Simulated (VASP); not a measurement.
Input of a VASP 6.6.1 run:

INCAR

```
SYSTEM = K
PREC     = Accurate       ! precision mode
ENCUT    = 520            ! plane-wave cutoff, eV
EDIFF    = 1E-7           ! SCF threshold, eV
ISMEAR   = -1             ! smearing method
SIGMA    = 0.1            ! smearing width, eV
LREAL    = .FALSE.        ! projectors in reciprocal space
LASPH    = .TRUE.         ! aspherical terms in the spheres
NELM     = 80             ! most SCF steps
ALGO     = Normal         ! electronic algorithm
ISIF     = 2              ! what is computed and relaxed
LWAVE    = .FALSE.        ! write WAVECAR
LCHARG   = .FALSE.        ! write CHGCAR
GGA      = PE             ! functional
NBANDS   = 16             ! bands
```

KPOINTS

```
Automatic mesh
0
G
  13 13 7
  0 0 0
```

The input POSCAR:

```
K
1.0
    4.5200251356      0.0000000000      0.0000000000
   -2.2600125678      3.9144565932      0.0000000000
    0.0000000000      0.0000000000      7.3697187070
K
2
Direct
    0.3333333333      0.6666666667      0.2500000000
    0.6666666667      0.3333333333      0.7500000000
```

Potentials or basis: VASP PAW PBE potentials, release 64 (K_sv).

The run is started by

```console
$ cat potpaw_PBE.64/K_sv/POTCAR > POTCAR
$ mpirun -np 1 vasp_std > vasp.out
```

Q: Predict the pressure.

A: 0.6 GPa.

Q: What does it give for the band gap on the k mesh?

A: Zero (bands 9 and 10 overlap by 2.21 eV).
